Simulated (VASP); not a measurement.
# Ti6H in VASP: notebook

Runs on Ti6H. Level: PBE. Tasks: single point.

Program: VASP 6.6.1. These are calculated values, not measurements. Logs are shortened: lines on timing, memory, paths and dates and some standing lists are left out, and cuts for length are marked.

### 1 The cell of the first run

The cell holds a slab with vacuum, 14 atoms: a = 5.664 Å, b = 4.579 Å, c = 24.551 Å, α = 90.00°, β = 90.00°, γ = 90.00°.

### 2 Single point, PBE

INCAR

```
SYSTEM = Ti6H
ALGO = Normal ; DIPOL = 0.5 0.5 0.319
EDIFF = 1E-6 ; ENCUT = 520
GGA = PE ; IDIPOL = 3
ISIF = 2 ; ISMEAR = 0
LASPH = .True. ; LCHARG = .False.
LDIPOL = .True. ; LREAL = .False.
LWAVE = .False. ; NBANDS = 86
NELM = 100 ; PREC = Accurate
SIGMA = 0.1
```

KPOINTS

```
k-points
0
Gamma
  5 6 1
  0 0 0
```

POSCAR

```
Ti6H
1.0
    5.6639455763      0.0000000000      0.0000000000
    0.0000000000      4.5793473381      0.0000000000
    0.0000000000      0.0000000000     24.5506933039
Ti H
12 2
Direct
    0.2500000000      0.0000000000      0.1629281891
    0.7500000000      0.0000000000      0.1629281891
    0.0000000000      0.5000000000      0.2167736627
    0.5000000000      0.5000000000      0.2167736627
    0.2500000000      0.0000000000      0.2706191363
    0.7500000000      0.0000000000      0.2706191363
    0.2500000000      0.5000000000      0.3256599435
    0.7500000000      0.5000000000      0.3256599435
    0.0000000000      0.0000000000      0.3779650127
    0.5000000000      0.0000000000      0.3779650127
    0.2500000000      0.5000000000      0.4297513383
    0.7500000000      0.5000000000      0.4297513383
   -0.1042559453      0.0000000000      0.4480807596
    0.1042559453      0.0000000000      0.4480807596
```

Potentials or basis: VASP PAW PBE potentials, release 64 (Ti_sv, H).

Started as:

```
> cat potpaw_PBE.64/Ti_sv/POTCAR potpaw_PBE.64/H/POTCAR > POTCAR
> mpirun -np 1 vasp_std > vasp.out
```

OUTCAR:

```text
SYSTEM = Ti6H
   EDIFF = 1E-6
   ENCUT = 520
   GGA = PE
   ISIF = 2
   ISMEAR = 0
   LASPH = .True.
   LREAL = .False.
   NELM = 100
   PREC = Accurate

 ion  position               nearest neighbor table
   1  0.250  0.000  0.163-   5 2.64   2 2.83   2 2.83
   2  0.750  0.000  0.163-   6 2.64   1 2.83   1 2.83
   3  0.000  0.500  0.217-   4 2.83   4 2.83
   4  0.500  0.500  0.217-   3 2.83   3 2.83
   5  0.250  0.000  0.271-   1 2.64   7 2.66   7 2.66   6 2.83   6 2.83
   6  0.750  0.000  0.271-   2 2.64   8 2.66   8 2.66   5 2.83   5 2.83
   7  0.250  0.500  0.326-  11 2.56   5 2.66   5 2.66   8 2.83   8 2.83
   8  0.750  0.500  0.326-  12 2.56   6 2.66   6 2.66   7 2.83   7 2.83
   9  0.000  0.000  0.378-  13 1.82  14 1.82  10 2.83  10 2.83
  10  0.500  0.000  0.378-   9 2.83   9 2.83
  11  0.250  0.500  0.430-   7 2.56  12 2.83  12 2.83
  12  0.750  0.500  0.430-   8 2.56  11 2.83  11 2.83
  13  0.896  0.000  0.448-   9 1.82
  14  0.104  0.000  0.448-   9 1.82

  LATTYP: Found a simple orthorhombic cell.
 ALAT       =     4.5793473381
 B/A-ratio  =     1.2368455935
 C/A-ratio  =     5.3611773668

  Lattice vectors:

 A1 = (   0.0000000000,  -4.5793473381,   0.0000000000)
 A2 = (   5.6639455763,   0.0000000000,   0.0000000000)
 A3 = (   0.0000000000,   0.0000000000,  24.5506933039)

Analysis of symmetry for initial positions (statically):
=====================================================================
 Subroutine PRICEL returns:
 Original cell was already a primitive cell.

 Routine SETGRP: Setting up the symmetry group for a
 simple orthorhombic supercell.

 Subroutine GETGRP returns: Found  4 space group operations
 (whereof  4 operations were pure point group operations)
 out of a pool of  8 trial point group operations.

The static configuration has the point symmetry C_2v.

Analysis of symmetry for dynamics (positions and initial velocities):
=====================================================================
 Subroutine PRICEL returns:
 Original cell was already a primitive cell.

 Routine SETGRP: Setting up the symmetry group for a
 simple orthorhombic supercell.

 Subroutine GETGRP returns: Found  4 space group operations
 (whereof  4 operations were pure point group operations)
 out of a pool of  8 trial point group operations.

The dynamic configuration has the point symmetry C_2v.

 Subroutine INISYM returns: Found  4 space group operations
 (whereof  4 operations are pure point group operations),
 and found     1 'primitive' translations

----------------------------------------------------------------------------------------

                                     Primitive cell

  volume of cell :     636.7756

  direct lattice vectors                    reciprocal lattice vectors
     5.663945576  0.000000000  0.000000000     0.176555369  0.000000000  0.000000000
     0.000000000  4.579347338  0.000000000     0.000000000  0.218371730  0.000000000
     0.000000000  0.000000000 24.550693304     0.000000000  0.000000000  0.040732047

  length of vectors
     5.663945576  4.579347338 24.550693304     0.176555369  0.218371730  0.040732047

  position of ions in fractional coordinates (direct lattice)
     0.250000000  0.000000000  0.162928189
     0.750000000  0.000000000  0.162928189
     0.000000000  0.500000000  0.216773663
     0.500000000  0.500000000  0.216773663
     0.250000000  0.000000000  0.270619136
     0.750000000  0.000000000  0.270619136
     0.250000000  0.500000000  0.325659943
     0.750000000  0.500000000  0.325659943
     0.000000000  0.000000000  0.377965013
     0.500000000  0.000000000  0.377965013
     0.250000000  0.500000000  0.429751338
     0.750000000  0.500000000  0.429751338
     0.895744055  0.000000000  0.448080760
     0.104255945  0.000000000  0.448080760

  ion indices of the primitive-cell ions
   primitive index   ion index
                 1           1
[... 27 lines left out ...]
     0.000000000  0.000000000  0.040732047     0.000000000  0.000000000  1.000000000

  Length of vectors
     0.035311074  0.036395288  0.040732047

  Shift w.r.t. Gamma in fractional coordinates (k-lattice)
     0.000000000  0.000000000  0.000000000

 Subroutine IBZKPT returns following result:
 ===========================================

 Found     12 irreducible k-points:

 Following reciprocal coordinates:
            Coordinates               Weight
  0.000000  0.000000  0.000000      1.000000
  0.200000  0.000000  0.000000      2.000000
  0.400000  0.000000  0.000000      2.000000
  0.000000  0.166667  0.000000      2.000000
  0.200000  0.166667  0.000000      4.000000
  0.400000  0.166667  0.000000      4.000000
  0.000000  0.333333  0.000000      2.000000
  0.200000  0.333333  0.000000      4.000000
  0.400000  0.333333  0.000000      4.000000
  0.000000  0.500000  0.000000      1.000000
  0.200000  0.500000  0.000000      2.000000
  0.400000  0.500000  0.000000      2.000000
   k-points           NKPTS =     12   k-points in BZ     NKDIM =     12   number of bands    NBANDS=     86
   number of dos      NEDOS =    301   number of ions     NIONS =     14
   total plane-waves  NPLWV = 290304
   dimension x,y,z NGX =    42 NGY =   36 NGZ =  192
   dimension x,y,z NGXF=    84 NGYF=   72 NGZF=  384
   ions per type =              12   2
   NGX,Y,Z   is equivalent  to a cutoff of  12.33, 13.07, 13.00 a.u.
   NGXF,Y,Z  is equivalent  to a cutoff of  24.66, 26.14, 26.00 a.u.
 SYSTEM =  Ti6H
   PREC   = accura    normal or accurate (medium, high low for compatibility)
   ISTART =      0    job   : 0-new  1-cont  2-samecut
   ICHARG =      2    charge: 1-file 2-atom 10-const
   ISPIN  =      1    spin polarized calculation?
   LNONCOLLINEAR =      F non collinear calculations
   LSORBIT =      F    spin-orbit coupling
   LASPH  =      T    aspherical Exc in radial PAW
   ENCUT  =  520.0 eV  38.22 Ry    6.18 a.u.  10.53  8.51 45.65*2*pi/ulx,y,z
   NELM   =    100;   NELMIN=  2; NELMDL= -5     # of ELM steps
   EDIFF  = 0.1E-05   stopping-criterion for ELM
   LREAL  =      F    real-space projection
   EDIFFG = 0.1E-04   stopping-criterion for IOM
   NSW    =      0    number of steps for IOM
   IBRION =     -1    ionic relax: 0-MD 1-quasi-New 2-CG
   NFREE  =      0    steps in history (QN), initial steepest desc. (CG)
   ISIF   =      2    stress and relaxation
   ISYM   =      2    0-nonsym 1-usesym 2-fastsym
   POTIM  = 0.5000    time-step for ionic-motion
   TEBEG  =    0.0;   TEEND  =   0.0 temperature during run
   PSTRESS=    0.0 pullay stress
   NELECT =     146.0000    total number of electrons
   NUPDOWN=      -1.0000    fix difference up-down
   EMIN   =  10.00;   EMAX   =-10.00  energy-range for DOS
   EFERMI =   0.00;   METHOD = LEGACY
   ISMEAR =     0;   SIGMA  =   0.10  broadening in eV -4-tet -1-fermi 0-gaus
   EFERMI_NEDOS =   21; number of points for ismear=-14 and -15
   IALGO  =     38    algorithm
   IMIX   =      4    mixing-type and parameters
     AMIX     =   0.40;   BMIX     =  1.00
     AMIX_MAG =   1.60;   BMIX_MAG =  1.00
  volume/ion in A,a.u.               =      45.48       306.94
  Fermi-wavevector in a.u.,A,eV,Ry     =   1.001991  1.893488 13.660047  1.003985
  Thomas-Fermi vector in A             =   2.134449
   LORBIT       =      0    0 simple, 1 ext, 2 COOP (PROOUT), +10 PAW based schemes
   GGA     = PE    functional components
   LHFCALC =     F    Hartree Fock is set to
   AEXX    =    0.0000 exact exchange contribution
   IVDW    =     0    specifies the selected vdW correction
   LEPSILON=     F    determine dielectric tensor
   LRPA    =     F    only Hartree local field effects (RPA)
 non-spin polarized calculation
 Gauss-broadening in eV      SIGMA  =   0.10
  energy-cutoff  :      520.00
  volume of cell :      636.78
 maximum number of plane-waves:     17211
 NGX is ok and might be reduce to    42
   NGX = 21   NGY = 17   NGZ = 91

 dipolmoment           0.000000      0.000000      0.050156 electrons x Angstroem

 number of electron     146.0000059 magnetization

 dipolmoment           0.000000      0.000000     -0.030536 electrons x Angstroem

 Free energy of the ion-electron system (eV)
  ---------------------------------------------------
  ext. energy  EPLUGINS =         0.00000000
  ---------------------------------------------------
  free energy    TOTEN  =       -93.92528549 eV

  energy without entropy =      -93.80649761  energy(sigma->0) =      -93.86589155

 E-fermi :   0.6202     XC(G=0):  -4.7310

 val. band max:        0.6091915964   @ k =   0.4000   0.5000   0.0000
 cond. band min:       0.6238389498   @ k =   0.4000   0.0000   0.0000
 fundamental gap:      0.0146473534
 Fermi energy:         0.6202294707

 k-point     1 :       0.0000    0.0000    0.0000
  band No.  band energies     occupation
      1     -56.3347      2.00000
      2     -56.3229      2.00000
      3     -56.2725      2.00000
      4     -56.2621      2.00000
      5     -56.2236      2.00000
      6     -56.2027      2.00000
[... 1045 lines left out ...]
     84       1.1993      0.00000
     85       1.2033      0.00000
 [bands above 85 left out]

------------------------ aborting loop because EDIFF is reached ----------------------------------------

 vacuum level on the upper side and lower side of the slab       (xc-potential included)        -0.277        -0.052

  FORCE on cell =-STRESS in cart. coord.  units (eV):
  Direction    XX          YY          ZZ          XY          YZ          ZX
  --------------------------------------------------------------------------------------
  -------------------------------------------------------------------------------------
  Total       -4.1824419    -12.0376958     -2.3619073      0.0000000      0.0000000      0.0000000
  in kB      -10.5233515    -30.2877861     -5.9427439      0.0000000      0.0000000      0.0000000
  external PRESSURE =     -15.5846272 kB  Pullay stress =       0.0000000 kB

 VOLUME and BASIS-vectors are now :
 -----------------------------------------------------------------------------
  energy-cutoff  :      520.00
  volume of cell :      636.78
      direct lattice vectors                 reciprocal lattice vectors
     5.663945576  0.000000000  0.000000000     0.176555369  0.000000000  0.000000000
     0.000000000  4.579347338  0.000000000     0.000000000  0.218371730  0.000000000
     0.000000000  0.000000000 24.550693304     0.000000000  0.000000000  0.040732047

 POSITION                                       TOTAL-FORCE (eV/Angst)
 -----------------------------------------------------------------------------------
      1.41599      0.00000      4.00000        -0.006129     -0.000000      0.412995
      4.24796      0.00000      4.00000         0.006129     -0.000000      0.412995
      0.00000      2.28967      5.32194         0.000000     -0.000000      0.043784
      2.83197      2.28967      5.32194         0.000000     -0.000000     -0.034488
      1.41599      0.00000      6.64389         0.072811     -0.000000     -0.420234
      4.24796      0.00000      6.64389        -0.072811     -0.000000     -0.420234
      1.41599      2.28967      7.99518        -0.018017     -0.000000      0.006397
      4.24796      2.28967      7.99518         0.018017     -0.000000      0.006397
      0.00000      0.00000      9.27930         0.000000     -0.000000     -0.196931
      2.83197      0.00000      9.27930         0.000000     -0.000000      0.298768
      1.41599      2.28967     10.55069         0.206247      0.000000     -0.130384
      4.24796      2.28967     10.55069        -0.206247     -0.000000     -0.130384
      5.07345      0.00000     11.00069        -0.806276     -0.000000      0.075658
      0.59050      0.00000     11.00069         0.806276     -0.000000      0.075658
 -----------------------------------------------------------------------------------
    total drift:                                0.000000      0.000000      0.000015

  FREE ENERGIE OF THE ION-ELECTRON SYSTEM (eV)
  ---------------------------------------------------
  free  energy   TOTEN  =       -93.9252854854 eV

  energy  without entropy=      -93.8064976059  energy(sigma->0) =      -93.86589155

 vacuum level on the upper side and lower side of the slab         3.671         3.900
```

Wall time 36 min (1 thread of Intel Xeon Platinum 8488C (Sapphire Rapids), shared host); peak memory 0.86 GiB.

Results:

* Free energy: -93.9253 eV
* Largest force: 0.810 eV/Å
* Band gap on the k mesh: zero (bands 73 and 74 overlap by 0.15 eV)

Forces in eV/Å, atoms in the order of the input:
```
Ti  -0.006  0.000  0.413
Ti   0.006  0.000  0.413
Ti   0.000  0.000  0.044
Ti   0.000  0.000 -0.034
Ti   0.073  0.000 -0.420
Ti  -0.073  0.000 -0.420
Ti  -0.018  0.000  0.006
Ti   0.018  0.000  0.006
Ti   0.000  0.000 -0.197
Ti   0.000  0.000  0.299
Ti   0.206  0.000 -0.130
Ti  -0.206  0.000 -0.130
H   -0.806  0.000  0.076
H    0.806  0.000  0.076
```

### 3 Single point, PBE

INCAR

```
  PREC = Accurate
  ENCUT = 520
  EDIFF = 1E-6
  ISMEAR = 0
  SIGMA = 0.1
  LREAL = False
  LASPH = True
  NELM = 100
  ALGO = Normal
  ISIF = 2
  LWAVE = False
  LCHARG = True
  LDIPOL = True
  IDIPOL = 3
  DIPOL = 0.5 0.5 0.326
  GGA = PE
  LELF = True
  LVHAR = True
  LVACPOTAV = True
  NBANDS = 86
```

KPOINTS

```
Automatic mesh
0
Gamma
  5 6 1
```

Edit POSCAR of step 2 so:

```diff
@@ -20,3 +20,3 @@
     0.7500000000      0.5000000000      0.4297513383
-   -0.1042559453      0.0000000000      0.4480807596
-    0.1042559453      0.0000000000      0.4480807596
+   -0.0573804949      0.0000000000      0.5002177801
+    0.0573804949      0.0000000000      0.5002177801
```

Potentials or basis: VASP PAW PBE potentials, release 64 (Ti_sv, H).

Started as:

```
> cat potpaw_PBE.64/Ti_sv/POTCAR potpaw_PBE.64/H/POTCAR > POTCAR
> mpirun -np 1 vasp_std > vasp.out
```

It took 56 min on 1 thread of AMD EPYC 7R13, shared host; peak memory 0.87 GiB.

Results (log left out):

- Free energy: -93.0668 eV
- Largest force: 5.248 eV/Å
- Band gap on the k mesh: zero (bands 73 and 74 overlap by 0.12 eV)

Forces in eV/Å, atoms in the order of the input:
```
Ti  -0.003  0.000  0.393
Ti   0.003  0.000  0.393
Ti   0.000  0.000 -0.030
Ti   0.000  0.000 -0.017
Ti   0.025  0.000 -0.354
Ti  -0.025  0.000 -0.354
Ti  -0.012  0.000  0.058
Ti   0.012  0.000  0.058
Ti   0.000  0.000 -0.050
Ti   0.000  0.000 -0.036
Ti   0.211  0.000 -0.252
Ti  -0.211  0.000 -0.252
H   -5.243  0.000  0.221
H    5.243  0.000  0.221
```

Levels at points of the mesh, in eV from the Fermi level:
```tsv
k point	band 71	band 72	band 73	band 74	band 75	band 76
(0.00, 0.00, 0.00)	-0.38	-0.16	-0.03	0.03	0.05	0.21
(0.00, 0.50, 0.00)	-0.24	-0.19	-0.17	0.23	0.29	0.34
```

[end of part 1 of 2]

The gap in the log of VASP goes by the Fermi energy; the results here count the filled bands.